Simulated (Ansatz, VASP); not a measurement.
One calculation of Pb, two programs

```xyz
2
Lattice="0.0000 3.4618 3.4618 3.4618 0.0000 3.4618 3.4618 3.4618 0.0000" Properties=species:S:1:pos:R:3 pbc="T T T"
Pb    0.0000    0.0000    0.0000
Pb    1.7309    1.7309    1.7309
```

Change from the starting cell: volume scaled by 1.02, crystal datasets.

Alike in both runs: task electric field gradients; functional LDA; k mesh 8 × 8 × 8; occupations fermi-dirac, width 0.05 eV; no spin polarisation.

|  | VASP | Ansatz |
| --- | --- | --- |
| version | VASP 6.6.1 | Ansatz 0.2.0 |
| potentials or method | VASP PAW LDA potentials, release 64 (Pb_d), cutoff 520 eV | all-electron PAW with datasets made for the crystal, scalar-relativistic |

```csv
,VASP,Ansatz,Ansatz less VASP
pressure (GPa),-1.3,-1.3,-0.02
```

LDA's correlation is that of Perdew and Zunger in VASP and of Perdew and Wang (1992) in Ansatz. Ansatz ran all-electron here, and VASP with PAW potentials.

Neither program's run includes spin-orbit coupling.
